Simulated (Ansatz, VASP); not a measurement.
RuS in VASP and in Ansatz

```
Ru S
1.0
     0.00000    2.65134    2.65134
     2.65134    0.00000    2.65134
     2.65134    2.65134    0.00000
Ru S
1 1
Cartesian
  0.0000 0.0000 0.0000
  1.3257 1.3257 1.3257
```

Alike in both runs: task single point; functional PBE; k mesh 10 × 10 × 10; occupations gaussian, width 0.05 eV; no spin polarisation.

|  | VASP | Ansatz |
| --- | --- | --- |
| version | VASP 6.6.1 | Ansatz 0.2.0 |
| potentials or method | VASP PAW PBE potentials, release 64 (Ru_pv, S), cutoff 520 eV | scalar-relativistic, plane waves, PAW |
| valence electrons in the cell | 20 | 22 |

VASP gave:

| Item | Value |
| --- | --- |
| gap on the k mesh at the Fermi level (eV) | none |
| pressure (GPa) | -7.5 |

**Question.** Estimate Ansatz's values.

**Answer.** gap on the k mesh at the Fermi level (eV): none; pressure (GPa): -7.4.

A gap of «none» marks a metal or a gap that the smearing closes. VASP's potentials hold 20 valence electrons a cell and Ansatz's 22, so a difference there can come from the potentials and not from the codes.
